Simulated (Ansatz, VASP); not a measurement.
PbS: VASP and Ansatz over several settings

```
Pb S
1.0
     0.00000    3.02392    3.02392
     3.02392    0.00000    3.02392
     3.02392    3.02392    0.00000
Pb S
1 1
Direct
  0.00000 0.00000 0.00000
  0.50000 0.50000 0.50000
```

Single points on this cell with VASP 6.6.1 and Ansatz 0.2.0. Each row is one pair of runs. Alike in all rows: smearing: fermi-dirac, width 0.05 eV; VASP's potentials, cutoff: VASP PAW PBE potentials, release 64 (Pb_d, S), 520 eV; Ansatz's potentials, cutoff: Ansatz PAW, 420 eV.

```csv
level,spin,k mesh,"pressure (GPa), VASP","pressure (GPa), Ansatz"
B3LYP5,off,4 × 4 × 4,?,1.0
PBE,"non-collinear, zero start, SOC",8 × 8 × 8,-1.2,-1.2
BHLYP,off,4 × 4 × 4,-0.1,0.2
```

Question: Fill in what VASP gave in row 1.

Answer: Pressure (GPa): 0.9.

The k mesh is coarse in some rows, so the values compare programs but aren't converged.
